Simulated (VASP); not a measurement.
# V (Im-3m) in VASP: a series of runs

Runs on V. Level: PBE. Tasks: single point.

All numbers are computed with VASP 6.6.1; they aren't measurements. Logs are shortened: lines on timing, memory, paths and dates and some standing lists are left out, and cuts for length are marked.

### 1 The cell of the first run

Symmetry: Im-3m, No. 229, cubic system. Conventional cell: a = 2.872 Å, b = 2.872 Å, c = 2.872 Å, α = 90.00°, β = 90.00°, γ = 90.00°. V (site symmetry m-3m) has 14 V at 2.49 to 2.87 Å within 3.3 Å.

### 2 Single point, PBE (11.85 Å³/atom)

INCAR

```
SYSTEM = V
PREC = Accurate
ENCUT = 520
EDIFF = 1E-6
ISMEAR = 0
SIGMA = 0.1
LREAL = .False.
LASPH = .True.
NELM = 60
ALGO = Normal
ISIF = 2
LWAVE = .False.
LCHARG = .False.
GGA = PE
NBANDS = 12
```

KPOINTS

```
Automatic mesh
0
Gamma
  20 20 20
  0 0 0
```

POSCAR

```
V
1.0
   -1.4360945678      1.4360945678      1.4360945678
    1.4360945678     -1.4360945678      1.4360945678
    1.4360945678      1.4360945678     -1.4360945678
V
1
Direct
    0.0000000000      0.0000000000      0.0000000000
```

Potentials or basis: VASP PAW PBE potentials, release 64 (V_sv).

Run with:

```console
$ cat potpaw_PBE.64/V_sv/POTCAR > POTCAR
$ mpirun -np 1 vasp_std > vasp.out
```

OUTCAR:

```text
SYSTEM = V
   PREC = Accurate
   ENCUT = 520
   EDIFF = 1E-6
   ISMEAR = 0
   LREAL = .False.
   LASPH = .True.
   NELM = 60
   ISIF = 2
   GGA = PE

 ion  position               nearest neighbor table
   1  0.000  0.000  0.000-

  LATTYP: Found a body centered cubic cell.
 ALAT       =     2.8721891356

  Lattice vectors:

 A1 = (  -1.4360945678,   1.4360945678,   1.4360945678)
 A2 = (   1.4360945678,  -1.4360945678,   1.4360945678)
 A3 = (   1.4360945678,   1.4360945678,  -1.4360945678)

Analysis of symmetry for initial positions (statically):
=====================================================================
 Subroutine PRICEL returns:
 Original cell was already a primitive cell.

 Routine SETGRP: Setting up the symmetry group for a
 body centered cubic supercell.

 Subroutine GETGRP returns: Found 48 space group operations
 (whereof 48 operations were pure point group operations)
 out of a pool of 48 trial point group operations.

The static configuration has the point symmetry O_h .

Analysis of symmetry for dynamics (positions and initial velocities):
=====================================================================
 Subroutine PRICEL returns:
 Original cell was already a primitive cell.

 Routine SETGRP: Setting up the symmetry group for a
 body centered cubic supercell.

 Subroutine GETGRP returns: Found 48 space group operations
 (whereof 48 operations were pure point group operations)
 out of a pool of 48 trial point group operations.

The dynamic configuration has the point symmetry O_h .

 Subroutine INISYM returns: Found 48 space group operations
 (whereof 48 operations are pure point group operations),
 and found     1 'primitive' translations

----------------------------------------------------------------------------------------

                                     Primitive cell

  volume of cell :      11.8470

  direct lattice vectors                    reciprocal lattice vectors
    -1.436094568  1.436094568  1.436094568     0.000000000  0.348166487  0.348166487
     1.436094568 -1.436094568  1.436094568     0.348166487  0.000000000  0.348166487
     1.436094568  1.436094568 -1.436094568     0.348166487  0.348166487  0.000000000

  length of vectors
     2.487388756  2.487388756  2.487388756     0.492381767  0.492381767  0.492381767

  position of ions in fractional coordinates (direct lattice)
     0.000000000  0.000000000  0.000000000

[... 81 lines left out ...]
   ISIF   =      2    stress and relaxation
   ISYM   =      2    0-nonsym 1-usesym 2-fastsym
   POTIM  = 0.5000    time-step for ionic-motion
   TEBEG  =    0.0;   TEEND  =   0.0 temperature during run
   PSTRESS=    0.0 pullay stress
   NELECT =      13.0000    total number of electrons
   NUPDOWN=      -1.0000    fix difference up-down
   EMIN   =  10.00;   EMAX   =-10.00  energy-range for DOS
   EFERMI =   0.00;   METHOD = LEGACY
   ISMEAR =     0;   SIGMA  =   0.10  broadening in eV -4-tet -1-fermi 0-gaus
   EFERMI_NEDOS =   21; number of points for ismear=-14 and -15
   IALGO  =     38    algorithm
   IMIX   =      4    mixing-type and parameters
     AMIX     =   0.40;   BMIX     =  1.00
     AMIX_MAG =   1.60;   BMIX_MAG =  1.00
  volume/ion in A,a.u.               =      11.85        79.95
  Fermi-wavevector in a.u.,A,eV,Ry     =   1.688572  3.190938 38.793956  2.851275
  Thomas-Fermi vector in A             =   2.770854
   LORBIT       =      0    0 simple, 1 ext, 2 COOP (PROOUT), +10 PAW based schemes
   GGA     = PE    functional components
   LHFCALC =     F    Hartree Fock is set to
   AEXX    =    0.0000 exact exchange contribution
   IVDW    =     0    specifies the selected vdW correction
   LEPSILON=     F    determine dielectric tensor
   LRPA    =     F    only Hartree local field effects (RPA)
 non-spin polarized calculation
 Gauss-broadening in eV      SIGMA  =   0.10
  energy-cutoff  :      520.00
  volume of cell :       11.85
 maximum number of plane-waves:       333
   NGX =  9   NGY =  9   NGZ =  9

 number of electron      12.9999988 magnetization

 Free energy of the ion-electron system (eV)
  ---------------------------------------------------
  ext. energy  EPLUGINS =         0.00000000
  ---------------------------------------------------
  free energy    TOTEN  =        -8.85806600 eV

  energy without entropy =       -8.85041897  energy(sigma->0) =       -8.85424249

 E-fermi :  11.4041     XC(G=0): -13.6164

 val. band max:       11.4017865637   @ k =  -0.1500   0.2000   0.0500
 cond. band min:      11.4223225131   @ k =   0.1000   0.0500   0.0500
 fundamental gap:      0.0205359493
 Fermi energy:        11.4041470348

 k-point     1 :       0.0000    0.0000    0.0000
  band No.  band energies     occupation
      1     -52.1951      2.00000
      2     -25.2391      2.00000
      3     -25.2391      2.00000
      4     -25.2391      2.00000
      5       4.5794      2.00000
      6      11.8255      0.00000
      7      11.8255      0.00000
      8      11.8255      0.00000
      9      14.1818      0.00000
     10      14.1818      0.00000
     11      32.8980      0.00000
     12      32.8980      0.00000
[... 331 lines left out ...]
 k-point    24 :       0.2500    0.1000   -0.0000
  band No.  band energies     occupation
      1     -51.9704      2.00000
      2     -26.1435      2.00000
      3     -25.5243      2.00000
      4     -25.2927      2.00000
      5       7.7349      2.00000
      6      10.5572      2.00000
      7      11.1090      1.99997
      8      13.7415      0.00000
      9      14.5495      0.00000
     10      14.8885      0.00000
     11      27.7339      0.00000
     12      29.8583      0.00000

 [... further k-points ...]

------------------------ aborting loop because EDIFF is reached ----------------------------------------

  FORCE on cell =-STRESS in cart. coord.  units (eV):
  Direction    XX          YY          ZZ          XY          YZ          ZX
  --------------------------------------------------------------------------------------
  -------------------------------------------------------------------------------------
  Total        2.2193169      2.2193169      2.2193169      0.0000000     -0.0000000     -0.0000000
  in kB      300.1378717    300.1378717    300.1378717      0.0000000     -0.0000000     -0.0000000
  external PRESSURE =     300.1378717 kB  Pullay stress =       0.0000000 kB

 VOLUME and BASIS-vectors are now :
 -----------------------------------------------------------------------------
  energy-cutoff  :      520.00
  volume of cell :       11.85
      direct lattice vectors                 reciprocal lattice vectors
    -1.436094568  1.436094568  1.436094568     0.000000000  0.348166487  0.348166487
     1.436094568 -1.436094568  1.436094568     0.348166487  0.000000000  0.348166487
     1.436094568  1.436094568 -1.436094568     0.348166487  0.348166487  0.000000000

 POSITION                                       TOTAL-FORCE (eV/Angst)
 -----------------------------------------------------------------------------------
      0.00000      0.00000      0.00000        -0.000000      0.000000      0.000000
 -----------------------------------------------------------------------------------
    total drift:                                0.000000      0.000000      0.000000

  FREE ENERGIE OF THE ION-ELECTRON SYSTEM (eV)
  ---------------------------------------------------
  free  energy   TOTEN  =        -8.8580660032 eV

  energy  without entropy=       -8.8504189722  energy(sigma->0) =       -8.85424249
```

stdout:

```text
POSCAR found type information on POSCAR V
 POSCAR found :  1 types and       1 ions
 scaLAPACK will be used
 LDA part: xc-table for (Slater+PW92), standard interpolation
 POSCAR, INCAR and KPOINTS ok, starting setup
 FFT: planning ... GRIDC
 FFT: planning ... GRID_SOFT
 FFT: planning ... GRID
 WAVECAR not read
 entering main loop
```

Run time: 20 s. Hardware: 1 thread of Intel Xeon 8259CL, shared host; peak memory 0.14 GiB.

Results:

```yaml
Free_energy: -8.8581 eV
Pressure: 30.0 GPa
Band_gap_on_the_k_mesh: zero (an odd number of electrons rules out a gap without spin polarisation)
```

Caveat: the cell stands under pressure.

### 3 Single point, PBE (12.25 Å³/atom)

This run uses another cell than the first one, of 12.25 Å³/atom.

INCAR

```
SYSTEM = V
PREC = Accurate ; ENCUT = 520
EDIFF = 1E-7 ; ISMEAR = 0
SIGMA = 0.1 ; LREAL = .False.
LASPH = .True. ; NELM = 100
ALGO = Normal ; ISIF = 2
LWAVE = .False. ; LCHARG = .False.
GGA = PE ; NBANDS = 12
```

KPOINTS

```
regular mesh
0
Gamma
  20 20 20
  0 0 0
```

POSCAR

```
V
1.0
   -1.4522318126      1.4522318126      1.4522318126
    1.4522318126     -1.4522318126      1.4522318126
    1.4522318126      1.4522318126     -1.4522318126
V
1
Direct
    0.0000000000      0.0000000000      0.0000000000
```

Potentials or basis: VASP PAW PBE potentials, release 64 (V_sv).

Run with:

```console
$ cat potpaw_PBE.64/V_sv/POTCAR > POTCAR
$ mpirun -np 1 vasp_std > vasp.out
```

Wall time 31 s (1 thread of Intel Xeon 8259CL, shared host); peak memory 0.15 GiB.

Results (log left out):

```yaml
Free_energy: -8.9222 eV
Pressure: 20.9 GPa
Band_gap_on_the_k_mesh: zero (an odd number of electrons rules out a gap without spin polarisation)
```

Levels at points of the mesh, in eV from the Fermi level:
| k point | band 2 | band 3 | band 4 | band 5 | band 6 | band 7 | band 8 | band 9 | band 10 | band 11 |
| --- | --- | --- | --- | --- | --- | --- | --- | --- | --- | --- |
| (0.00, 0.00, 0.00) | -36.74 | -36.74 | -36.74 | -6.77 | 0.42 | 0.42 | 0.42 | 2.69 | 2.69 | 21.24 |
| (0.50, 0.00, 0.00) | -37.95 | -37.11 | -36.76 | -3.51 | -1.33 | 2.02 | 2.71 | 3.12 | 4.65 | 11.42 |
| (0.50, 0.50, 0.50) | -37.56 | -37.56 | -37.56 | -3.46 | -3.46 | 4.19 | 4.19 | 4.19 | 11.15 | 11.15 |

Caveat: the cell stands under pressure.

### 4 Single point, PBE (12.65 Å³/atom)

This run uses another cell than the first one, of 12.65 Å³/atom.

INCAR

```
SYSTEM = V
ALGO     = Fast           ! electronic algorithm
EDIFF    = 1E-7           ! SCF threshold, eV
ENCUT    = 520            ! plane-wave cutoff, eV
GGA      = PE             ! functional
ISIF     = 2              ! what is computed and relaxed
ISMEAR   = 0              ! smearing method
LASPH    = .TRUE.         ! aspherical terms in the spheres
LCHARG   = .TRUE.         ! write CHGCAR
LELF     = .TRUE.         ! ELF
LREAL    = .FALSE.        ! projectors in reciprocal space
LVHAR    = .TRUE.       
LWAVE    = .FALSE.        ! write WAVECAR
NBANDS   = 12             ! bands
NELM     = 80             ! most SCF steps
PREC     = Accurate       ! precision mode
SIGMA    = 0.1            ! smearing width, eV
```

KPOINTS

```
k-points
0
G
  20 20 20
  0 0 0
```

POSCAR

```
V
1.0
   -1.4680181777      1.4680181777      1.4680181777
    1.4680181777     -1.4680181777      1.4680181777
    1.4680181777      1.4680181777     -1.4680181777
V
1
Direct
    0.0000000000      0.0000000000      0.0000000000
```

Run with:

```console
$ cat potpaw_PBE.64/V_sv/POTCAR > POTCAR
$ mpirun -np 1 vasp_std > vasp.out
```

Run time: 42 s. Hardware: 1 thread of Intel Xeon 8259CL, shared host; peak memory 0.15 GiB.

It converged, with:

```
Free energy            : -8.9648 eV
Pressure               : 13.0 GPa
Band gap on the k mesh : zero (an odd number of electrons rules out a gap without spin polarisation)
```

Levels at points of the mesh, in eV from the Fermi level:
| k point | band 3 | band 4 | band 5 | band 6 | band 7 | band 8 | band 9 | band 10 |
| --- | --- | --- | --- | --- | --- | --- | --- | --- |
| (0.00, 0.00, 0.00) | -36.84 | -36.84 | -6.71 | 0.42 | 0.42 | 0.42 | 2.60 | 2.60 |
| (0.50, 0.00, 0.00) | -37.18 | -36.85 | -3.39 | -1.25 | 1.88 | 2.61 | 3.00 | 4.46 |
| (0.50, 0.50, 0.50) | -37.58 | -37.58 | -3.29 | -3.29 | 4.03 | 4.03 | 4.03 | 10.82 |

Caveat: the cell stands under pressure.

### 5 Single point, PBE (13.06 Å³/atom)

This run uses another cell than the first one, of 13.06 Å³/atom.

INCAR

```
SYSTEM = V
ALGO = Fast
EDIFF = 1E-6
ENCUT = 520
GGA = PE
ISIF = 2
ISMEAR = 0
LASPH = .TRUE.
LCHARG = .FALSE.
LREAL = .FALSE.
LWAVE = .FALSE.
NBANDS = 12
NELM = 100
PREC = Accurate
SIGMA = 0.1
```

KPOINTS is that of step 4.

POSCAR

```
V
1.0
   -1.4834721363      1.4834721363      1.4834721363
    1.4834721363     -1.4834721363      1.4834721363
    1.4834721363      1.4834721363     -1.4834721363
V
1
Direct
    0.0000000000      0.0000000000      0.0000000000
```

Run with:

```console
$ cat potpaw_PBE.64/V_sv/POTCAR > POTCAR
$ mpirun -np 1 vasp_std > vasp.out
```

Run time: 36 s. Hardware: 1 thread of Intel Xeon 8259CL, shared host; peak memory 0.16 GiB.

It converged, with:

```
Free energy            : -8.9888 eV
Pressure               : 6.3 GPa
Band gap on the k mesh : zero (an odd number of electrons rules out a gap without spin polarisation)
```

Levels at points of the mesh, in eV from the Fermi level:
```tsv
k point	band 5	band 6	band 7	band 8	band 9	band 10
(0.00, 0.00, 0.00)	-6.65	0.42	0.42	0.42	2.51	2.51
(0.50, 0.00, 0.00)	-3.28	-1.19	1.76	2.52	2.89	4.28
(0.50, 0.50, 0.50)	-3.13	-3.13	3.87	3.87	3.87	10.51
```

Caveat: the cell stands under pressure.

### 6 The runs side by side

| cell | gap on the mesh (eV) | pressure (GPa) |
| --- | --- | --- |
| a = 2.487 Å, angles 109.5°, 1 atom | none | 30.0 |
| a = 2.515 Å, angles 109.5°, 1 atom | none | 20.9 |
| a = 2.543 Å, angles 109.5°, 1 atom | none | 13.0 |
| a = 2.569 Å, angles 109.5°, 1 atom | none | 6.3 |

Alike in all rows: task single point; level PBE; potentials or basis VASP PAW PBE potentials, release 64 (V_sv); no spin polarisation; k mesh 20 × 20 × 20; cutoff (eV) 520; smearing gaussian 0.1 eV.

Caveats: the cell stands under pressure.

Absolute energies hang on the potentials; compare differences alone.
